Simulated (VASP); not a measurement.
Here is a VASP 6.6.1 calculation.

Contents of INCAR:

```
SYSTEM = CdSe
PREC = Accurate ; ENCUT = 520
EDIFF = 1E-6 ; ISMEAR = 0
SIGMA = 0.01 ; LREAL = .False.
LASPH = .True. ; NELM = 100
ALGO = Normal ; ISIF = 2
LWAVE = .False. ; LCHARG = .False.
GGA = PE ; NBANDS = 16
```

KPOINTS

```
regular mesh
0
Gamma
  6 6 6
  0 0 0
```

Contents of POSCAR:

```
CdSe
1.0
    0.0000000000      3.1106729228      3.1106729228
    3.1106729228      0.0000000000      3.1106729228
    3.1106729228      3.1106729228      0.0000000000
Cd Se
1 1
Direct
    0.0000000000      0.0000000000      0.0000000000
    0.7500000000      0.7500000000      0.7500000000
```

Potentials or basis: VASP PAW PBE potentials, release 64 (Cd, Se).

Command:

```bash
$ cat potpaw_PBE.64/Cd/POTCAR potpaw_PBE.64/Se/POTCAR > POTCAR
$ mpirun -np 1 vasp_std > vasp.out
```

Problem. Estimate the pressure.

Solution. -0.3 GPa.

Problem. Estimate the band gap on the k mesh.

Solution. 0.47 eV, direct.

As with any semilocal functional, this PBE gap is likely too small.
